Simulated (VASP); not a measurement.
Input of a VASP 6.6.1 run:

File INCAR:

```
ALGO     = Normal         # electronic algorithm
EDIFF    = 1E-8           # SCF threshold, eV
ENCUT    = 520            # plane-wave cutoff, eV
GGA      = PS             # functional
IBRION   = 8              # ionic algorithm
ISIF     = 2              # what is computed and relaxed
ISMEAR   = 0              # smearing method
LASPH    = T              # aspherical terms in the spheres
LCHARG   = F              # write CHGCAR
LREAL    = F              # projectors in reciprocal space
LWAVE    = F              # write WAVECAR
NBANDS   = 16             # bands
NELM     = 100            # most SCF steps
NSW      = 1              # ionic steps
PREC     = Accurate       # precision mode
SIGMA    = 0.01           # smearing width, eV
```

KPOINTS

```
k-points
0
Gamma
  10 10 10
```

File POSCAR:

```
GaN
1.0
    2.2413965218      2.2413965218      0.0000000000
   -2.2413965218      2.2413965218      0.0000000000
    0.0000000000      2.2413965218      2.2413965218
Ga N
1 1
Direct
    0.0000000000      0.0000000000      0.0000000000
    0.2500000000      0.7500000000      0.5000000000
```

Potentials or basis: VASP PAW PBE potentials, release 64 (Ga_d, N).

Launch:

```sh
$ cat potpaw_PBE.64/Ga_d/POTCAR potpaw_PBE.64/N/POTCAR > POTCAR
$ mpirun -np 1 vasp_std > vasp.out
```

Problem. What does it give for the highest phonon frequency at Γ, LO-TO splitting left out?

Solution. 542 cm⁻¹.

Phonon frequencies in cm⁻¹ (negative: imaginary):
| q point | frequencies |
| --- | --- |
| (0.000, 0.000, 0.000) | 0 0 0 542 542 542 |

Caveat: the cell stands under pressure or tension, which shifts response properties.
